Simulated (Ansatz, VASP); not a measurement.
**ZnO: VASP beside Ansatz**

```
CELL_PARAMETERS angstrom
0.00000 2.12067 2.12067
2.12067 0.00000 2.12067
2.12067 2.12067 0.00000
ATOMIC_POSITIONS crystal
Zn 0.00000 0.00000 0.00000
O 0.50000 0.50000 0.50000
```

Alike in both runs: task single point; functional PBE; k mesh 12 × 12 × 12; occupations gaussian, width 0.02 eV; no spin polarisation.

|  | VASP | Ansatz |
| --- | --- | --- |
| version | VASP 6.6.1 | Ansatz 0.2.0 |
| potentials or method | VASP PAW PBE potentials, release 64 (Zn, O_h), cutoff 910 eV | scalar-relativistic, plane waves, PAW |
| valence electrons in the cell | 18 | 18 |

```tsv
	VASP	Ansatz	Ansatz less VASP
gap on the k mesh at the Fermi level (eV)	1.00	1.04	+0.032
least direct gap on the mesh (eV)	2.48	2.51	+0.034
```

Noted on VASP's run: the cutoff is short for stress, so the pressure is rough.
